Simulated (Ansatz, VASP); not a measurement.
**In2Au: VASP beside Ansatz**

```
In Au
1.0
     0.00000    3.18463    3.18463
     3.18463    0.00000    3.18463
     3.18463    3.18463    0.00000
In Au
2 1
Cartesian
  1.5923 1.5923 1.5923
  4.7770 4.7770 4.7770
  0.0000 0.0000 0.0000
```

Change from the starting cell: volume scaled by 0.94.

Alike in both runs: task single point; functional LDA; k mesh 10 × 10 × 10; occupations fermi-dirac, width 0.05 eV; no spin polarisation.

|  | VASP | Ansatz |
| --- | --- | --- |
| version | VASP 6.6.1 | Ansatz 0.2.0 |
| potentials or method | VASP PAW LDA potentials, release 64 (In_d, Au), cutoff 520 eV | all-electron LAPW, scalar-relativistic |

|  | VASP | Ansatz | Ansatz less VASP |
| --- | --- | --- | --- |
| pressure (GPa) | 4.1 | 3.9 | -0.19 |

LDA's correlation is that of Perdew and Zunger in VASP and of Perdew and Wang (1992) in Ansatz. Ansatz ran all-electron here, and VASP with PAW potentials.

Spin-orbit coupling is off throughout.
